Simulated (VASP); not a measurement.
Set up this calculation in VASP 6.6.1, as the native input.

```yaml
Task: single point
Functional: r2SCAN
Potentials_or_basis: VASP PAW PBE potentials, release 64 (Li_sv, Se)
Cutoff: 830 eV
k_mesh: 8 × 8 × 8
Occupations: gaussian, width 0.01 eV
Spin: no spin polarisation
Dipole_correction: no
Further_INCAR_settings: ALGO = Normal; EDIFF = 1e-06; NBANDS = 13
```

Crystal: Li2Se.

```
Li Se
1.0
     2.99341    2.99341    0.00000
    -2.99341    2.99341    0.00000
     0.00000    2.99341    2.99341
Li Se
2 1
Direct
  0.25000 0.75000 0.50000
  0.75000 0.25000 0.50000
  0.00000 0.00000 0.00000
```

The input as run:

POSCAR

```
Li2Se
1.0
    2.9934064428      2.9934064428      0.0000000000
   -2.9934064428      2.9934064428      0.0000000000
    0.0000000000      2.9934064428      2.9934064428
Li Se
2 1
Direct
    0.2500000000      0.7500000000      0.5000000000
    0.7500000000      0.2500000000      0.5000000000
    0.0000000000      0.0000000000      0.0000000000
```

INCAR.step1

```
SYSTEM = Li2Se
PREC = Accurate ; ENCUT = 830
ISMEAR = 0 ; SIGMA = 0.01
LREAL = .False. ; LASPH = .True.
NELM = 120 ; NBANDS = 13
GGA = PE ; ALGO = Normal
EDIFF = 1E-5 ; LWAVE = .True.
LCHARG = .False. ; GGA_COMPAT = .False.
```

INCAR.step2

```
SYSTEM = Li2Se
PREC = Accurate ; ENCUT = 830
EDIFF = 1E-6 ; ISMEAR = 0
SIGMA = 0.01 ; LREAL = .False.
LASPH = .True. ; NELM = 120
ALGO = Normal ; ISIF = 2
LWAVE = .False. ; LCHARG = .True.
METAGGA = R2SCAN ; LMIXTAU = .True.
LELF = .True. ; LVHAR = .True.
NBANDS = 13 ; ISTART = 1
GGA_COMPAT = .False.
```

KPOINTS

```
Automatic mesh
0
Gamma
  8 8 8
  0 0 0
```

Potentials or basis: VASP PAW PBE potentials, release 64 (Li_sv, Se).

Launch:

```console
$ cat potpaw_PBE.64/Li_sv/POTCAR potpaw_PBE.64/Se/POTCAR > POTCAR
$ cp INCAR.step1 INCAR
$ mpirun -np 1 vasp_std > vasp.out
$ cp INCAR.step2 INCAR
$ mpirun -np 1 vasp_std > vasp.out
```

Results of the run:

```yaml
Pressure: -0.2 GPa
Band_gap_on_the_k_mesh: 3.46 eV (least direct gap 4.18 eV)
```

Caveat: the PAW data sets were made with another functional, which shifts forces and pressure a little.

Wall time 65 s on 1 thread of Intel(R) Xeon(R) 6975P-C (Granite Rapids), on a shared host, peak memory 0.27 GiB.
